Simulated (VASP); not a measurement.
C:

```
CELL_PARAMETERS angstrom
-1.65835 1.65835 3.06813
1.65835 -1.65835 3.06813
1.65835 1.65835 -3.06813
ATOMIC_POSITIONS crystal
C 0.87500 0.91010 0.53510
C 0.37500 0.33990 0.46490
C 0.66010 0.62500 0.53510
C 0.08990 0.12500 0.46490
C 0.87500 0.33990 0.96490
C 0.37500 0.91010 0.03510
C 0.08990 0.62500 0.96490
C 0.66010 0.12500 0.03510
```

```yaml
Program: VASP 6.6.1
Task: relaxation of cell and atoms
Functional: PBE
Potentials_or_basis: VASP PAW PBE potentials, release 64 (C)
Cutoff: 600 eV
k_mesh: 8 × 8 × 8
Occupations: gaussian, width 0.1 eV
Spin: no spin polarisation
```

At the start: pressure 192.6 GPa; volume 4.22 Å³/atom.

Q: How do energy, volume and symmetry change on relaxing?

A: Over 40 steps the energy falls by 2220.5 meV/atom and the volume is 7.86 Å³/atom (+86.3 %); space group I4_1/amd (No. 141, to 0.05 Å).

Step by step:
```csv
step,energy change (eV),largest force (eV/Å),pressure (GPa),volume (Å³)
1,0.0000,0.6994,192.63,33.75
2,-0.5962,2.3878,-56.75,65.09
3,-5.4737,2.1095,-2.50,46.33
4,-5.4850,2.0695,1.01,45.84
5,-5.4866,2.0475,2.99,45.57
6,-6.8211,0.4362,4.66,47.80
7,-6.8827,0.3740,6.95,48.22
8,-7.5611,1.3214,6.23,49.77
9,-9.0771,5.5473,16.65,54.14
10,-1.0645,32.3603,108.10,61.19
11,-7.6612,9.6062,35.26,54.71
12,-7.7106,9.2444,33.73,54.48
13,-7.7410,8.9883,32.68,54.31
14,-7.7964,9.0207,32.54,54.48
15,-7.9591,9.1086,32.19,54.99
16,-8.2889,9.2280,31.80,55.99
17,-8.9352,10.1150,31.54,57.94
18,-10.2294,10.6414,36.11,61.60
19,-6.7388,25.4928,50.97,67.72
20,-9.7811,16.1443,42.90,63.86
21,-11.3098,14.8921,26.69,66.42
22,-12.6034,12.6997,-2.57,71.77
23,-13.9162,10.0655,-7.85,71.01
24,-16.2815,4.0464,-17.02,68.74
25,-16.2572,2.6454,-16.25,64.21
26,-16.8638,0.2724,-18.37,66.20
27,-16.8786,0.3305,-18.46,66.60
28,-16.9857,0.3037,-16.83,66.21
29,-17.2623,0.1983,-11.61,65.02
30,-17.5935,0.1373,0.50,62.66
31,-17.1918,1.4281,32.66,57.94
32,-17.6358,0.3593,6.98,61.56
33,-17.6737,0.2958,5.49,61.84
34,-17.7461,0.0871,1.05,62.68
35,-17.7034,0.4019,-7.63,64.33
36,-17.7595,0.0864,-1.73,63.22
37,-17.7627,0.0567,-1.10,63.06
38,-17.7630,0.1047,-0.88,63.01
39,-17.7636,0.0443,0.51,62.81
40,-17.7638,0.0016,0.07,62.87
```

Final structure:
```
C
1.0
    -2.62444    2.62444    2.28215
     2.62444   -2.62444    2.28215
     2.62444    2.62444   -2.28215
C
8
Cartesian
  1.9519 1.3122 2.8527
  0.6726 1.3122 0.5705
  1.3122 1.9519 1.7116
  1.3122 0.6726 -0.5705
  0.6726 3.9367 0.5705
  1.9519 -1.3122 2.8527
  3.9367 0.6726 -0.5705
  -1.3122 1.9519 1.7116
```

Caveat: the volume moved by over 15 % at a fixed basis, so the end points are rough.
